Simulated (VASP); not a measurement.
# AlNi (Pmmm) in VASP: a series of runs

Runs on AlNi. Level: PBEsol. Tasks: single point.

Program: VASP 6.6.1. These are calculated values, not measurements. Logs are shortened: lines on timing, memory, paths and dates and some standing lists are left out, and cuts for length are marked.

### Step 1. The cell of the first run

The structure is orthorhombic, space group Pmmm (No. 47). Conventional cell: a = 2.858 Å, b = 2.869 Å, c = 2.963 Å, α = 90.00°, β = 90.00°, γ = 90.00°. Al (site symmetry mmm) has 8 Ni at 2.51 Å and 6 Al at 2.86 to 2.96 Å within 3.3 Å. Within 3.3 Å of Ni (site symmetry mmm) lie 8 Al at 2.51 Å and 6 Ni at 2.86 to 2.96 Å.

### Step 2. Single point, PBEsol (normal strain along x +0.0000, normal strain along y +0.0367)

Input file INCAR:

```
SYSTEM = AlNi
ALGO = Fast
EDIFF = 1E-6
ENCUT = 520
GGA = PS
ISIF = 2
ISMEAR = 0
LASPH = .TRUE.
LCHARG = .FALSE.
LREAL = .FALSE.
LWAVE = .FALSE.
NBANDS = 14
NELM = 60
PREC = Accurate
SIGMA = 0.15
```

Input file KPOINTS:

```
k-points
0
G
  16 16 16
  0 0 0
```

Input file POSCAR:

```
AlNi
1.0
    2.0211996424     -2.0211459319      0.0000000000
    2.0953756981      2.0953239587      0.0000000000
    0.0000000000      0.0000000000      2.8688666979
Al Ni
1 1
Direct
    0.0000000000      0.0000000000      0.0000000000
    0.5000000000      0.5000000000      0.5000000000
```

Potentials or basis: VASP PAW PBE potentials, release 64 (Al, Ni).

On the command line:

```sh
cat potpaw_PBE.64/Al/POTCAR potpaw_PBE.64/Ni/POTCAR > POTCAR
mpirun -np 1 vasp_std > vasp.out
```

OUTCAR:

```text
SYSTEM = AlNi
   EDIFF = 1E-6
   ENCUT = 520
   GGA = PS
   ISIF = 2
   ISMEAR = 0
   LASPH = .TRUE.
   LREAL = .FALSE.
   NELM = 60
   PREC = Accurate

 ion  position               nearest neighbor table
   1  0.000  0.000  0.000-   2 2.51   2 2.51   2 2.51   2 2.51   2 2.51   2 2.51   2 2.51   2 2.51

   2  0.500  0.500  0.500-   1 2.51   1 2.51   1 2.51   1 2.51   1 2.51   1 2.51   1 2.51   1 2.51

  LATTYP: Found a simple monoclinic cell.
 ALAT       =     2.8583699677
 B/A-ratio  =     1.0036722784
 C/A-ratio  =     1.0367000000
 COS(beta)  =    -0.0000256332

  Lattice vectors:

 A1 = (   2.0211996424,  -2.0211459319,   0.0000000000)
 A2 = (   0.0000000000,   0.0000000000,   2.8688666979)
 A3 = (  -2.0953756981,  -2.0953239587,   0.0000000000)

Analysis of symmetry for initial positions (statically):
=====================================================================
 Subroutine PRICEL returns:
 Original cell was already a primitive cell.

 Routine SETGRP: Setting up the symmetry group for a
 simple monoclinic supercell.

 Subroutine GETGRP returns: Found  4 space group operations
 (whereof  4 operations were pure point group operations)
 out of a pool of  4 trial point group operations.

The static configuration has the point symmetry C_2h.

Analysis of symmetry for dynamics (positions and initial velocities):
=====================================================================
 Subroutine PRICEL returns:
 Original cell was already a primitive cell.

 Routine SETGRP: Setting up the symmetry group for a
 simple monoclinic supercell.

 Subroutine GETGRP returns: Found  4 space group operations
 (whereof  4 operations were pure point group operations)
 out of a pool of  4 trial point group operations.

The dynamic configuration has the point symmetry C_2h.

 Subroutine INISYM returns: Found  4 space group operations
 (whereof  4 operations are pure point group operations),
 and found     1 'primitive' translations

----------------------------------------------------------------------------------------

                                     Primitive cell

  volume of cell :      24.2997

  direct lattice vectors                    reciprocal lattice vectors
     2.021199642 -2.021145932  0.000000000     0.247378072 -0.247384180  0.000000000
     2.095375698  2.095323959  0.000000000     0.238620468  0.238626809  0.000000000
     0.000000000  0.000000000  2.868866698     0.000000000  0.000000000  0.348569699

  length of vectors
     2.858369968  2.963272145  2.868866698     0.349849744  0.337464786  0.348569699

  position of ions in fractional coordinates (direct lattice)
[... 88 lines left out ...]
   TEBEG  =    0.0;   TEEND  =   0.0 temperature during run
   PSTRESS=    0.0 pullay stress
   NELECT =      13.0000    total number of electrons
   NUPDOWN=      -1.0000    fix difference up-down
   EMIN   =  10.00;   EMAX   =-10.00  energy-range for DOS
   EFERMI =   0.00;   METHOD = LEGACY
   ISMEAR =     0;   SIGMA  =   0.15  broadening in eV -4-tet -1-fermi 0-gaus
   EFERMI_NEDOS =   21; number of points for ismear=-14 and -15
   IALGO  =     68    algorithm
   IMIX   =      4    mixing-type and parameters
     AMIX     =   0.40;   BMIX     =  1.00
     AMIX_MAG =   1.60;   BMIX_MAG =  1.00
  volume/ion in A,a.u.               =      12.15        81.99
  Fermi-wavevector in a.u.,A,eV,Ry     =   1.328992  2.511431 24.030893  1.766221
  Thomas-Fermi vector in A             =   2.458188
   LORBIT       =      0    0 simple, 1 ext, 2 COOP (PROOUT), +10 PAW based schemes
   GGA     = PS    functional components
   LHFCALC =     F    Hartree Fock is set to
   AEXX    =    0.0000 exact exchange contribution
   IVDW    =     0    specifies the selected vdW correction
   LEPSILON=     F    determine dielectric tensor
   LRPA    =     F    only Hartree local field effects (RPA)
 non-spin polarized calculation
 RMM-DIIS sequential band-by-band and
 Gauss-broadening in eV      SIGMA  =   0.15
  energy-cutoff  :      520.00
  volume of cell :       24.30
 maximum number of plane-waves:       670
 NGX is ok and might be reduce to    24
   NGX = 11   NGY = 11   NGZ = 11

 number of electron      12.9999999 magnetization

 Free energy of the ion-electron system (eV)
  ---------------------------------------------------
  ext. energy  EPLUGINS =         0.00000000
  ---------------------------------------------------
  free energy    TOTEN  =       -11.57222670 eV

  energy without entropy =      -11.56287403  energy(sigma->0) =      -11.56755036

 E-fermi :   9.6881     XC(G=0): -12.0883

 val. band max:        9.6839084133   @ k =   0.3125   0.5000   0.4375
 cond. band min:       9.6886263337   @ k =  -0.4375   0.4375   0.2500
 fundamental gap:      0.0047179203
 Fermi energy:         9.6881246844

 k-point     1 :       0.0000    0.0000    0.0000
  band No.  band energies     occupation
      1      -1.3277      2.00000
      2       6.5103      2.00000
      3       6.5425      2.00000
      4       8.1458      2.00000
      5       8.1568      2.00000
      6       8.2445      2.00000
      7      14.3310      0.00000
      8      15.4569      0.00000
      9      15.5898      0.00000
     10      17.5866      0.00000
     11      17.9188      0.00000
     12      23.1885      0.00000
     13      30.1175      0.00000
     14      30.2067      0.00000
[... 377 lines left out ...]
      1      -0.9688      2.00000
      2       6.5255      2.00000
      3       6.5860      2.00000
      4       7.9869      2.00000
      5       8.1198      2.00000
      6       8.1450      2.00000
      7      13.3185      0.00000
      8      14.0906      0.00000
      9      15.9161      0.00000
     10      18.2106      0.00000
     11      19.8454      0.00000
     12      24.5559      0.00000
     13      26.8728      0.00000
     14      28.6157      0.00000

 [... further k-points ...]
[... 5 lines left out ...]
  --------------------------------------------------------------------------------------
  -------------------------------------------------------------------------------------
  Total       -0.9075026     -0.9066356     -0.7752967     -0.1886879      0.0000000      0.0000000
  in kB      -59.8353904    -59.7782250    -51.1185096    -12.4409730      0.0000000      0.0000000
  external PRESSURE =     -56.9107083 kB  Pullay stress =       0.0000000 kB

 VOLUME and BASIS-vectors are now :
 -----------------------------------------------------------------------------
  energy-cutoff  :      520.00
  volume of cell :       24.30
      direct lattice vectors                 reciprocal lattice vectors
     2.021199642 -2.021145932  0.000000000     0.247378072 -0.247384180  0.000000000
     2.095375698  2.095323959  0.000000000     0.238620468  0.238626809  0.000000000
     0.000000000  0.000000000  2.868866698     0.000000000  0.000000000  0.348569699

 POSITION                                       TOTAL-FORCE (eV/Angst)
 -----------------------------------------------------------------------------------
      0.00000      0.00000      0.00000        -0.000000      0.000000      0.000000
      2.05829      0.03709      1.43443         0.000000     -0.000000      0.000000
 -----------------------------------------------------------------------------------
    total drift:                                0.000000     -0.000000     -0.000000

  FREE ENERGIE OF THE ION-ELECTRON SYSTEM (eV)
  ---------------------------------------------------
  free  energy   TOTEN  =       -11.5722266950 eV

  energy  without entropy=      -11.5628740295  energy(sigma->0) =      -11.56755036
```

Wall time 4.8 min (1 thread of AMD EPYC 7R13 (Zen 3), shared host); peak memory 0.46 GiB.

What came out:

```
Free energy            : -11.5722 eV
Pressure               : -5.7 GPa
Band gap on the k mesh : zero (an odd number of electrons rules out a gap without spin polarisation)
```

Levels at points of the mesh, in eV from the Fermi level:
| k point | band 3 | band 4 | band 5 | band 6 | band 7 | band 8 | band 9 | band 10 | band 11 | band 12 |
| --- | --- | --- | --- | --- | --- | --- | --- | --- | --- | --- |
| (0.00, 0.00, 0.00) | -3.15 | -1.54 | -1.53 | -1.44 | 4.64 | 5.77 | 5.90 | 7.90 | 8.23 | 13.50 |
| (0.50, 0.00, 0.00) | -2.68 | -2.33 | -2.14 | -1.45 | -0.54 | 8.25 | 9.22 | 10.24 | 10.29 | 11.16 |
| (0.00, 0.50, 0.00) | -2.74 | -2.15 | -2.13 | -1.37 | -0.80 | 8.28 | 10.14 | 10.27 | 10.79 | 10.90 |
| (0.50, 0.50, 0.00) | -2.98 | -2.80 | -2.00 | -1.97 | -1.02 | 1.36 | 2.34 | 12.35 | 15.03 | 15.37 |
| (0.00, 0.00, 0.50) | -2.68 | -2.33 | -2.12 | -1.44 | -0.57 | 8.24 | 9.21 | 10.20 | 10.40 | 11.23 |
| (0.50, 0.00, 0.50) | -2.69 | -2.67 | -2.12 | -2.12 | -0.94 | 1.64 | 2.62 | 11.59 | 14.52 | 14.56 |
| (0.00, 0.50, 0.50) | -3.00 | -2.84 | -1.98 | -1.96 | -1.03 | 1.32 | 2.31 | 12.44 | 15.13 | 15.47 |
| (0.50, 0.50, 0.50) | -4.01 | -1.01 | -0.92 | 1.95 | 2.02 | 2.03 | 3.59 | 4.26 | 4.30 | 4.65 |

Caveat: the cell differs from its parent crystal (normal strain along x +0.0000, normal strain along y +0.0367); the cell stands under tension; the PAW data sets were made with another functional, which shifts forces and pressure a little. Spin polarisation is off, so any magnetic state and its effect on volume and gap are missing.

### Step 3. Single point, PBEsol (normal strain along x +0.0000, normal strain along y +0.0733)

Input file INCAR:

```
SYSTEM = AlNi
PREC = Accurate
ENCUT = 520
EDIFF = 1E-6
ISMEAR = 0
SIGMA = 0.15
LREAL = .False.
LASPH = .True.
NELM = 80
ALGO = Fast
ISIF = 2
LWAVE = .False.
LCHARG = .False.
GGA = PS
NBANDS = 14
```

Input file KPOINTS:

```
regular mesh
0
Gamma
  16 16 16
  0 0 0
```

POSCAR, as its differences from that of step 2:

```diff
@@ -3,3 +3,3 @@
     2.0211996424     -2.0211459319      0.0000000000
-    2.0953756981      2.0953239587      0.0000000000
+    2.1693496392      2.1692998656      0.0000000000
     0.0000000000      0.0000000000      2.8688666979
```

Potentials or basis: VASP PAW PBE potentials, release 64 (Al, Ni).

On the command line:

```sh
cat potpaw_PBE.64/Al/POTCAR potpaw_PBE.64/Ni/POTCAR > POTCAR
mpirun -np 1 vasp_std > vasp.out
```

Wall time 4.8 min (1 thread of AMD EPYC 7R13 (Zen 3), shared host); peak memory 0.48 GiB.

It converged, with:

```yaml
Free_energy: -11.5191 eV
Pressure: -10.2 GPa
Band_gap_on_the_k_mesh: zero (an odd number of electrons rules out a gap without spin polarisation)
```

Stress tensor (GPa, compression positive):
```
-10.75  -1.97   0.00
 -1.97 -10.74   0.00
  0.00   0.00  -9.12
```

Levels at points of the mesh, in eV from the Fermi level:
```csv
k point,band 3,band 4,band 5,band 6,band 7,band 8,band 9,band 10,band 11,band 12
"(0.00, 0.00, 0.00)",-2.98,-1.49,-1.48,-1.32,3.78,6.03,6.16,7.48,8.25,13.07
"(0.50, 0.00, 0.00)",-2.53,-2.34,-1.98,-1.39,-0.45,8.10,8.42,9.44,10.54,11.26
"(0.00, 0.50, 0.00)",-2.64,-2.00,-1.98,-1.27,-0.93,8.26,10.28,10.40,10.58,10.69
"(0.50, 0.50, 0.00)",-3.03,-2.68,-1.87,-1.82,-1.03,1.24,2.08,12.27,14.85,15.34
"(0.00, 0.00, 0.50)",-2.54,-2.35,-1.96,-1.39,-0.47,8.08,8.41,9.41,10.65,11.34
"(0.50, 0.00, 0.50)",-2.45,-2.43,-2.11,-2.10,-0.85,1.78,2.64,10.76,13.75,13.76
"(0.00, 0.50, 0.50)",-3.04,-2.72,-1.85,-1.81,-1.03,1.20,2.05,12.36,14.95,15.45
"(0.50, 0.50, 0.50)",-3.84,-1.01,-0.84,1.96,2.09,2.09,3.32,4.00,4.04,4.73
```

Caveat: the cell differs from its parent crystal (normal strain along x +0.0000, normal strain along y +0.0733); the cell stands under tension; the PAW data sets were made with another functional, which shifts forces and pressure a little. Spin polarisation is off, so any magnetic state and its effect on volume and gap are missing.
